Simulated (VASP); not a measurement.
# Y3Sn (Fm-3m) in VASP: notebook

Runs on Y3Sn. Level: LDA. Tasks: single point.

All numbers are computed with VASP 6.6.1; they aren't measurements. Logs are shortened: lines on timing, memory, paths and dates and some standing lists are left out, and cuts for length are marked.

### 1 The cell of the first run

It takes space group Fm-3m (No. 225, cubic). The conventional cell has a = 7.692 Å, b = 7.692 Å, c = 7.692 Å, α = 90.00°, β = 90.00°, γ = 90.00°. Within 4.4 Å of Y (site symmetry m-3m) lie 8 Y at 3.33 Å and 6 Sn at 3.85 Å. Within 4.4 Å of Y (site symmetry -43m) lie 10 Y at 3.33 to 3.85 Å and 4 Sn at 3.33 Å. Sn (site symmetry m-3m) has 14 Y at 3.33 to 3.85 Å within 4.4 Å.

### 2 Single point, LDA

The input, INCAR:

```
PREC = Accurate
ENCUT = 500
EDIFF = 1E-6
ISMEAR = 0
SIGMA = 0.2
LREAL = False
LASPH = True
NELM = 120
ALGO = Normal
ISIF = 2
LWAVE = False
LCHARG = False
NBANDS = 32
GGA_COMPAT = False
```

The input, KPOINTS:

```
regular mesh
0
Gamma
  5 5 5
```

The input, POSCAR:

```
Y3Sn
1.0
    0.0000000000      3.8460590000      3.8460590000
    3.8460590000      0.0000000000      3.8460590000
    3.8460590000      3.8460590000      0.0000000000
Y Sn
3 1
Direct
    0.0000000000      0.0000000000      0.0000000000
    0.2500000000      0.2500000000      0.2500000000
    0.7500000000      0.7500000000      0.7500000000
    0.5000000000      0.5000000000      0.5000000000
```

Potentials or basis: VASP PAW LDA potentials, release 64 (Y_sv, Sn_d).

Launch:

```sh
cat potpaw_LDA.64/Y_sv/POTCAR potpaw_LDA.64/Sn_d/POTCAR > POTCAR
mpirun -np 1 vasp_std > vasp.out
```

OUTCAR:

```text
PREC = Accurate
   ENCUT = 500
   EDIFF = 1E-6
   ISMEAR = 0
   LREAL = False
   LASPH = True
   NELM = 120
   ISIF = 2

 ion  position               nearest neighbor table
   1  0.000  0.000  0.000-   3 3.33   3 3.33   3 3.33   2 3.33   3 3.33   2 3.33   2 3.33   2 3.33
                             4 3.85   4 3.85   4 3.85   4 3.85   4 3.85   4 3.85
   2  0.250  0.250  0.250-   1 3.33   1 3.33   1 3.33   1 3.33   4 3.33   4 3.33   4 3.33   4 3.33
                             3 3.85   3 3.85   3 3.85   3 3.85   3 3.85   3 3.85
   3  0.750  0.750  0.750-   4 3.33   4 3.33   4 3.33   1 3.33   4 3.33   1 3.33   1 3.33   1 3.33
                             2 3.85   2 3.85   2 3.85   2 3.85   2 3.85   2 3.85
   4  0.500  0.500  0.500-   2 3.33   2 3.33   2 3.33   2 3.33   3 3.33   3 3.33   3 3.33   3 3.33
                             1 3.85   1 3.85   1 3.85   1 3.85   1 3.85   1 3.85

  LATTYP: Found a face centered cubic cell.
 ALAT       =     7.6921180000

  Lattice vectors:

 A1 = (   0.0000000000,   3.8460590000,   3.8460590000)
 A2 = (   3.8460590000,   0.0000000000,   3.8460590000)
 A3 = (   3.8460590000,   3.8460590000,   0.0000000000)

Analysis of symmetry for initial positions (statically):
=====================================================================
 Subroutine PRICEL returns:
 Original cell was already a primitive cell.

 Routine SETGRP: Setting up the symmetry group for a
 face centered cubic supercell.

 Subroutine GETGRP returns: Found 48 space group operations
 (whereof 48 operations were pure point group operations)
 out of a pool of 48 trial point group operations.

The static configuration has the point symmetry O_h .

Analysis of symmetry for dynamics (positions and initial velocities):
=====================================================================
 Subroutine PRICEL returns:
 Original cell was already a primitive cell.

 Routine SETGRP: Setting up the symmetry group for a
 face centered cubic supercell.

 Subroutine GETGRP returns: Found 48 space group operations
 (whereof 48 operations were pure point group operations)
 out of a pool of 48 trial point group operations.

The dynamic configuration has the point symmetry O_h .

 Subroutine INISYM returns: Found 48 space group operations
 (whereof 48 operations are pure point group operations),
 and found     1 'primitive' translations

----------------------------------------------------------------------------------------

                                     Primitive cell

  volume of cell :     113.7831

  direct lattice vectors                    reciprocal lattice vectors
     0.000000000  3.846059000  3.846059000    -0.130003206  0.130003206  0.130003206
     3.846059000  0.000000000  3.846059000     0.130003206 -0.130003206  0.130003206
     3.846059000  3.846059000  0.000000000     0.130003206  0.130003206 -0.130003206

  length of vectors
     5.439148799  5.439148799  5.439148799     0.225172158  0.225172158  0.225172158

  position of ions in fractional coordinates (direct lattice)
     0.000000000  0.000000000  0.000000000
     0.250000000  0.250000000  0.250000000
     0.750000000  0.750000000  0.750000000
     0.500000000  0.500000000  0.500000000

  ion indices of the primitive-cell ions
   primitive index   ion index
                 1           1
                 2           2
                 3           3
                 4           4

----------------------------------------------------------------------------------------

 KPOINTS: regular mesh

Automatic generation of k-mesh.
 Grid dimensions read from file:
 generate k-points for:    5    5    5

 Generating k-lattice:

  Cartesian coordinates                     Fractional coordinates (reciprocal lattice)
    -0.026000641  0.026000641  0.026000641     0.200000000  0.000000000  0.000000000
     0.026000641 -0.026000641  0.026000641     0.000000000  0.200000000  0.000000000
     0.026000641  0.026000641 -0.026000641     0.000000000  0.000000000  0.200000000

  Length of vectors
     0.045034432  0.045034432  0.045034432

  Shift w.r.t. Gamma in fractional coordinates (k-lattice)
     0.000000000  0.000000000  0.000000000

 Subroutine IBZKPT returns following result:
 ===========================================

 Found     10 irreducible k-points:

 Following reciprocal coordinates:
            Coordinates               Weight
  0.000000  0.000000  0.000000      1.000000
  0.200000  0.000000  0.000000      8.000000
  0.400000  0.000000  0.000000      8.000000
  0.200000  0.200000  0.000000      6.000000
  0.400000  0.200000  0.000000     24.000000
 -0.400000  0.200000  0.000000     24.000000
 -0.200000  0.200000  0.000000     12.000000
  0.400000  0.400000  0.000000      6.000000
 -0.400000  0.400000  0.000000     12.000000
 -0.400000  0.400000  0.200000     24.000000
   k-points           NKPTS =     10   k-points in BZ     NKDIM =     10   number of bands    NBANDS=     32
   number of dos      NEDOS =    301   number of ions     NIONS =      4
   total plane-waves  NPLWV =  64000
   dimension x,y,z NGX =    40 NGY =   40 NGZ =   40
   dimension x,y,z NGXF=    80 NGYF=   80 NGZF=   80
   ions per type =               3   1
   NGX,Y,Z   is equivalent  to a cutoff of  12.23, 12.23, 12.23 a.u.
   NGXF,Y,Z  is equivalent  to a cutoff of  24.45, 24.45, 24.45 a.u.
 SYSTEM =  unknown system
   PREC   = accura    normal or accurate (medium, high low for compatibility)
   ISTART =      0    job   : 0-new  1-cont  2-samecut
   ICHARG =      2    charge: 1-file 2-atom 10-const
   ISPIN  =      1    spin polarized calculation?
   LNONCOLLINEAR =      F non collinear calculations
   LSORBIT =      F    spin-orbit coupling
   LASPH  =      T    aspherical Exc in radial PAW
   ENCUT  =  500.0 eV  36.75 Ry    6.06 a.u.   9.92  9.92  9.92*2*pi/ulx,y,z
   NELM   =    120;   NELMIN=  2; NELMDL= -5     # of ELM steps
   EDIFF  = 0.1E-05   stopping-criterion for ELM
   LREAL  =      F    real-space projection
   EDIFFG = 0.1E-04   stopping-criterion for IOM
   NSW    =      0    number of steps for IOM
   IBRION =     -1    ionic relax: 0-MD 1-quasi-New 2-CG
   NFREE  =      0    steps in history (QN), initial steepest desc. (CG)
   ISIF   =      2    stress and relaxation
   ISYM   =      2    0-nonsym 1-usesym 2-fastsym
   POTIM  = 0.5000    time-step for ionic-motion
   TEBEG  =    0.0;   TEEND  =   0.0 temperature during run
   PSTRESS=    0.0 pullay stress
   NELECT =      47.0000    total number of electrons
   NUPDOWN=      -1.0000    fix difference up-down
   EMIN   =  10.00;   EMAX   =-10.00  energy-range for DOS
   EFERMI =   0.00;   METHOD = LEGACY
   ISMEAR =     0;   SIGMA  =   0.20  broadening in eV -4-tet -1-fermi 0-gaus
   EFERMI_NEDOS =   21; number of points for ismear=-14 and -15
   IALGO  =     38    algorithm
   IMIX   =      4    mixing-type and parameters
     AMIX     =   0.40;   BMIX     =  1.00
     AMIX_MAG =   1.60;   BMIX_MAG =  1.00
  volume/ion in A,a.u.               =      28.45       191.96
  Fermi-wavevector in a.u.,A,eV,Ry     =   1.219218  2.303989 20.224972  1.486494
  Thomas-Fermi vector in A             =   2.354478
   LORBIT       =      0    0 simple, 1 ext, 2 COOP (PROOUT), +10 PAW based schemes
   GGA     = CA    functional components
   LHFCALC =     F    Hartree Fock is set to
   AEXX    =    0.0000 exact exchange contribution
   IVDW    =     0    specifies the selected vdW correction
   LEPSILON=     F    determine dielectric tensor
   LRPA    =     F    only Hartree local field effects (RPA)
 non-spin polarized calculation
 Gauss-broadening in eV      SIGMA  =   0.20
  energy-cutoff  :      500.00
  volume of cell :      113.78
 maximum number of plane-waves:      2900
   NGX = 19   NGY = 19   NGZ = 19

 number of electron      46.9999993 magnetization

 Free energy of the ion-electron system (eV)
  ---------------------------------------------------
  ext. energy  EPLUGINS =         0.00000000
  ---------------------------------------------------
  free energy    TOTEN  =       -26.50283746 eV

  energy without entropy =      -26.36810669  energy(sigma->0) =      -26.43547208

 E-fermi :   4.6817     XC(G=0): -10.2638

 val. band max:        4.6562457619   @ k =   0.2000   0.0000   0.0000
 cond. band min:       4.6826545581   @ k =  -0.4000   0.4000   0.0000
 fundamental gap:      0.0264087962
 Fermi energy:         4.6816923624

 k-point     1 :       0.0000    0.0000    0.0000
  band No.  band energies     occupation
      1     -37.8889      2.00000
      2     -37.7006      2.00000
      3     -37.6921      2.00000
      4     -18.1493      2.00000
      5     -18.1493      2.00000
      6     -18.1493      2.00000
[... 24 lines left out ...]
     31       8.5681      0.00000
     32       8.5681      0.00000

 k-point     2 :       0.2000    0.0000    0.0000
  band No.  band energies     occupation
      1     -37.8805      2.00000
      2     -37.7034      2.00000
      3     -37.6978      2.00000
      4     -18.1794      2.00000
      5     -18.1791      2.00000
      6     -18.1791      2.00000
[... 24 lines left out ...]
     31       8.4703      0.00000
     32       8.4704      0.00000

 k-point     3 :       0.4000    0.0000    0.0000
  band No.  band energies     occupation
      1     -37.8653      2.00000
      2     -37.7127      2.00000
      3     -37.7040      2.00000
      4     -18.2154      2.00000
      5     -18.2154      2.00000
      6     -18.1754      2.00000
[... 24 lines left out ...]
     31       7.8911      0.00000
     32       7.8911      0.00000

 k-point     4 :       0.2000    0.2000    0.0000
  band No.  band energies     occupation
      1     -37.8776      2.00000
      2     -37.7039      2.00000
      3     -37.7003      2.00000
      4     -18.2166      2.00000
      5     -18.2166      2.00000
      6     -18.1316      2.00000
[... 24 lines left out ...]
     31       7.8301      0.00000
     32       7.9542      0.00000

 k-point     5 :       0.4000    0.2000    0.0000
  band No.  band energies     occupation
      1     -37.8643      2.00000
      2     -37.7106      2.00000
      3     -37.7071      2.00000
      4     -18.2492      2.00000
      5     -18.2382      2.00000
      6     -18.1411      2.00000
[... 24 lines left out ...]
     31       7.5832      0.00000
     32       8.2203      0.00000

 k-point     6 :      -0.4000    0.2000    0.0000
  band No.  band energies     occupation
      1     -37.8586      2.00000
      2     -37.7146      2.00000
      3     -37.7089      2.00000
      4     -18.2397      2.00000
      5     -18.2280      2.00000
      6     -18.1739      2.00000
[... 24 lines left out ...]
     31       7.8287      0.00000
     32       8.3580      0.00000

 k-point     7 :      -0.2000    0.2000    0.0000
  band No.  band energies     occupation
      1     -37.8695      2.00000
      2     -37.7071      2.00000
      3     -37.7053      2.00000
      4     -18.2059      2.00000
      5     -18.2024      2.00000
      6     -18.1978      2.00000
[... 24 lines left out ...]
     31       8.2680      0.00000
     32       8.3960      0.00000

 k-point     8 :       0.4000    0.4000    0.0000
  band No.  band energies     occupation
      1     -37.8567      2.00000
      2     -37.7164      2.00000
      3     -37.7091      2.00000
      4     -18.2864      2.00000
      5     -18.2864      2.00000
      6     -18.0658      2.00000
[... 24 lines left out ...]
     31       7.9008      0.00000
     32       8.6271      0.00000

 k-point     9 :      -0.4000    0.4000    0.0000
  band No.  band energies     occupation
      1     -37.8530      2.00000
      2     -37.7178      2.00000
      3     -37.7115      2.00000
      4     -18.2815      2.00000
      5     -18.2772      2.00000
      6     -18.0853      2.00000
[... 24 lines left out ...]
     31       7.1063      0.00000
     32       8.1458      0.00000

 k-point    10 :      -0.4000    0.4000    0.2000
  band No.  band energies     occupation
      1     -37.8552      2.00000
      2     -37.7145      2.00000
      3     -37.7124      2.00000
      4     -18.2895      2.00000
      5     -18.2149      2.00000
      6     -18.1532      2.00000
[... 24 lines left out ...]
     31       7.5466      0.00000
     32       7.9320      0.00000

------------------------ aborting loop because EDIFF is reached ----------------------------------------

  FORCE on cell =-STRESS in cart. coord.  units (eV):
  Direction    XX          YY          ZZ          XY          YZ          ZX
  --------------------------------------------------------------------------------------
  -------------------------------------------------------------------------------------
  Total       -3.2721179     -3.2721179     -3.2721179     -0.0000000      0.0000000      0.0000000
  in kB      -46.0746142    -46.0746142    -46.0746142     -0.0000000      0.0000000      0.0000000
  external PRESSURE =     -46.0746142 kB  Pullay stress =       0.0000000 kB

 VOLUME and BASIS-vectors are now :
 -----------------------------------------------------------------------------
  energy-cutoff  :      500.00
  volume of cell :      113.78
      direct lattice vectors                 reciprocal lattice vectors
     0.000000000  3.846059000  3.846059000    -0.130003206  0.130003206  0.130003206
     3.846059000  0.000000000  3.846059000     0.130003206 -0.130003206  0.130003206
     3.846059000  3.846059000  0.000000000     0.130003206  0.130003206 -0.130003206

 POSITION                                       TOTAL-FORCE (eV/Angst)
 -----------------------------------------------------------------------------------
      0.00000      0.00000      0.00000         0.000000      0.000000      0.000000
      1.92303      1.92303      1.92303         0.000000      0.000000      0.000000
      5.76909      5.76909      5.76909        -0.000000     -0.000000     -0.000000
      3.84606      3.84606      3.84606         0.000000      0.000000      0.000000
 -----------------------------------------------------------------------------------
    total drift:                               -0.000000      0.000000      0.000000

  FREE ENERGIE OF THE ION-ELECTRON SYSTEM (eV)
  ---------------------------------------------------
  free  energy   TOTEN  =       -26.5028374638 eV

  energy  without entropy=      -26.3681066931  energy(sigma->0) =      -26.43547208
```

Run time: 37 s. Hardware: 1 thread of Intel Xeon Platinum 8488C (Sapphire Rapids), shared host; peak memory 0.21 GiB.

Results:

```
Free energy            : -26.5028 eV
Pressure               : -4.6 GPa
Band gap on the k mesh : zero (an odd number of electrons rules out a gap without spin polarisation)
```

Caveat: the cell stands under tension; spin-orbit coupling is left out, which moves the levels of the heavy elements.

(Continued in part 2 of 2.)

The gap in the log of VASP goes by the Fermi energy; the results here count the filled bands.